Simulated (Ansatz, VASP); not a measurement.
**Rh: VASP beside Ansatz**

```xyz
1
Lattice="0.0000 1.9016 1.9396 1.9016 0.0000 1.9396 1.9016 1.9016 0.0000" Properties=species:S:1:pos:R:3 pbc="T T T"
Rh    0.0000    0.0000    0.0000
```

Change from the starting cell: zz strain of +2 %.

Alike in both runs: task single point; functional PBE; k mesh 16 × 16 × 16; occupations fermi-dirac, width 0.08 eV; no spin polarisation.

|  | VASP | Ansatz |
| --- | --- | --- |
| version | VASP 6.6.1 | Ansatz 0.2.0 |
| potentials or method | VASP PAW PBE potentials, release 64 (Rh_pv), cutoff 520 eV | all-electron LAPW, scalar-relativistic |

|  | VASP | Ansatz | Ansatz less VASP |
| --- | --- | --- | --- |
| pressure (GPa) | 0.7 | 0.6 | -0.07 |
| traceless stress, the component that is largest in VASP (GPa) | -3.04 | -3.05 | -0.010 |

Ansatz ran all-electron here, and VASP with PAW potentials.
